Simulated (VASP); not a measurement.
Set up this calculation in VASP 6.6.1, as the native input.

```
Task                   : single point
Functional             : PBE
Potentials or basis    : VASP PAW PBE potentials, release 64 (Hf_pv, C)
Cutoff                 : 520 eV
k mesh                 : 6 × 6 × 6
Occupations            : gaussian, width 0.05 eV
Spin                   : no spin polarisation
Dipole correction      : no
Further INCAR settings : ALGO = Normal; EDIFF = 1e-06; NBANDS = 14
```

The structure of HfC lies in POSCAR:

```
HfC
1.0
    2.9895081052      0.0000000000      0.0000000000
    0.0000000000      2.9895081052      0.0000000000
    0.0000000000      0.0000000000      2.9895081052
Hf C
1 1
Direct
    0.0000000000      0.0000000000      0.0000000000
    0.5000000000      0.5000000000      0.5000000000
```

One way to write it, as run:

INCAR

```
SYSTEM = HfC
PREC = Accurate ; ENCUT = 520
EDIFF = 1E-6 ; ISMEAR = 0
SIGMA = 0.05 ; LREAL = .FALSE.
LASPH = .TRUE. ; NELM = 60
ALGO = Normal ; ISIF = 2
LWAVE = .FALSE. ; LCHARG = .TRUE.
GGA = PE ; LELF = .TRUE.
LVHAR = .TRUE. ; NBANDS = 14
```

KPOINTS

```
Automatic mesh
0
G
  6 6 6
  0 0 0
```

Potentials or basis: VASP PAW PBE potentials, release 64 (Hf_pv, C).

Run with:

```bash
$ cat potpaw_PBE.64/Hf_pv/POTCAR potpaw_PBE.64/C/POTCAR > POTCAR
$ mpirun -np 1 vasp_std > vasp.out
```

It gave:

The pressure is -16.0 GPa and the band gap on the k mesh is zero (bands 7 and 8 overlap by 1.61 eV).

Caveat: the cell stands under tension; spin-orbit coupling is left out, which moves the levels of the heavy elements.

It took 13 s on 1 thread of Intel Xeon 8259CL, on a shared host, peak memory 0.14 GiB.
